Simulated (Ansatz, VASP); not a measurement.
RbBr in VASP and in Ansatz

The input POSCAR:

```
RbBr
1.0
    0.0000000000      3.8694968646      3.8694968646
    3.8694968646      0.0000000000      3.8694968646
    3.8694968646      3.8694968646      0.0000000000
Rb Br
1 1
Direct
    0.0000000000      0.0000000000      0.0000000000
    0.2500000000      0.2500000000      0.2500000000
```

Contents of INCAR.step1:

```
PREC = Accurate ; ENCUT = 520
EDIFF = 1E-5 ; ISMEAR = 0
SIGMA = 0.01 ; LREAL = False
LASPH = True ; NELM = 80
ALGO = Normal ; ISIF = 2
LWAVE = True ; LCHARG = False
GGA = PE ; NBANDS = 15
```

File INCAR.step2:

```
PREC = Accurate ; ENCUT = 520
EDIFF = 1E-6 ; ISMEAR = 0
SIGMA = 0.01 ; LREAL = False
LASPH = True ; NELM = 80
ALGO = Normal ; ISIF = 2
LWAVE = False ; LCHARG = False
GGA = PE ; LHFCALC = True
HFSCREEN = 0.2079 ; PRECFOCK = Normal
ISTART = 1 ; NBANDS = 15
```

KPOINTS

```
Automatic mesh
0
Gamma
  4 4 4
```

Input for Ansatz:

```yaml
crystal:
  lattice:
    - [0.0, 3.8694968646, 3.8694968646]
    - [3.8694968646, 0.0, 3.8694968646]
    - [3.8694968646, 3.8694968646, 0.0]
  atoms:
    - { symbol: Rb, position: [0.0, 0.0, 0.0] }
    - { symbol: Br, position: [0.25, 0.25, 0.25] }
kpoints:
  mp_grid: { grid: [4, 4, 4] }
hamiltonian:
  xc: hse06
scf:
  occupations: { method: fixed }
  n_extra_bands: 4
output:
  forces: true
  stress: true
  eigenvalues: true
```

Alike in both runs: task single point; functional HSE06; k mesh 4 × 4 × 4; no spin polarisation.

```csv
,VASP,Ansatz
version,VASP 6.6.1,Ansatz 0.2.0
potentials or method,"VASP PAW PBE potentials, release 64 (Rb_sv, Br)","plane waves, PAW"
plane-wave cutoff (eV),520,420
occupations,"gaussian, width 0.01 eV",fixed
valence electrons in the cell,16,16
```

|  | VASP | Ansatz | Ansatz less VASP |
| --- | --- | --- | --- |
| gap on the k mesh at the Fermi level (eV) | 5.18 | 5.17 | -0.004 |
| pressure (GPa) | 0.1 | 0.1 | -0.01 |

Ansatz's warnings: stress exchange threshold loose, stress scf threshold loose.
